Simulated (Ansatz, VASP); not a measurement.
## One calculation of WSe2, two programs

The input INCAR:

```
SYSTEM = WSe2
PREC     = Accurate       ! precision mode
ENCUT    = 520            ! plane-wave cutoff, eV
EDIFF    = 1E-7           ! SCF threshold, eV
ISMEAR   = 0              ! smearing method
SIGMA    = 0.05           ! smearing width, eV
LREAL    = .FALSE.        ! projectors in reciprocal space
LASPH    = .TRUE.         ! aspherical terms in the spheres
NELM     = 100            ! most SCF steps
ALGO     = Normal         ! electronic algorithm
ISIF     = 2              ! what is computed and relaxed
LWAVE    = .FALSE.        ! write WAVECAR
LCHARG   = .TRUE.         ! write CHGCAR
GGA      = PE             ! functional
IVDW     = 12             ! dispersion correction
LELF     = .TRUE.         ! ELF
LVHAR    = .TRUE.       
NBANDS   = 20             ! bands
```

File KPOINTS:

```
Automatic mesh
0
G
  9 9 4
  0 0 0
```

File POSCAR:

```
WSe2
1.0
    3.3281702760      0.0000000000      0.0000000000
   -1.6640851380      2.5983115335      0.0000000000
    0.0000000000      0.0000000000      7.4960124464
W Se
1 2
Direct
    0.0000000000      0.0000000000      0.0000000000
    0.3333333333      0.6666666667      0.2405528385
    0.3333333333      0.6666666667      0.7594471615
```

Input for Ansatz:

```yaml
crystal:
  lattice:
    - [3.328170276, 0.0, 0.0]
    - [-1.664085138, 2.5983115335, 0.0]
    - [0.0, 0.0, 7.4960124464]
  atoms:
    - { symbol: W, position: [0.0, 0.0, 0.0] }
    - { symbol: Se, position: [0.3333333333, 0.6666666667, 0.2405528385] }
    - { symbol: Se, position: [0.3333333333, 0.6666666667, 0.7594471615] }
basis:
  ecutwfc: 420
kpoints:
  mp_grid: { grid: [9, 9, 4] }
hamiltonian:
  xc: pbe
  pseudopotentials: { kind: paw, azcp: { folder: soft_1 } }
  dispersion: d3bj
scf:
  occupations: { method: gaussian, width: 0.05 }
output:
  forces: true
  stress: true
  eigenvalues: true
```

Change from the starting cell: strain +e along x and -e along y +0.0500, strain +e along z and -e/2 along x and y +0.0700.

Alike in both runs: task single point; functional PBE; dispersion D3(BJ); k mesh 9 × 9 × 4; occupations gaussian, width 0.05 eV; no spin polarisation.

|  | VASP | Ansatz |
| --- | --- | --- |
| version | VASP 6.6.1 | Ansatz 0.2.0 |
| potentials or method | VASP PAW PBE potentials, release 64 (W_sv, Se), cutoff 520 eV | scalar-relativistic, plane waves, PAW |
| valence electrons in the cell | 26 | 46 |

```csv
,VASP,Ansatz,Ansatz less VASP
gap on the k mesh at the Fermi level (eV),0.83,0.83,-0.001
least direct gap on the mesh (eV),1.23,1.23,0.000
pressure (GPa),0.9,0.6,-0.29
"traceless stress, the component that is largest in VASP (GPa)",15.29,15.31,+0.022
rms of the force components (eV/Å),0.541,0.557,+0.0163
```

Atom by atom the forces differ by 0.021 eV/Å (rms over components). VASP's potentials hold 26 valence electrons a cell and Ansatz's 46, so a difference there can come from the potentials and not from the codes.

Spin-orbit coupling is off throughout.
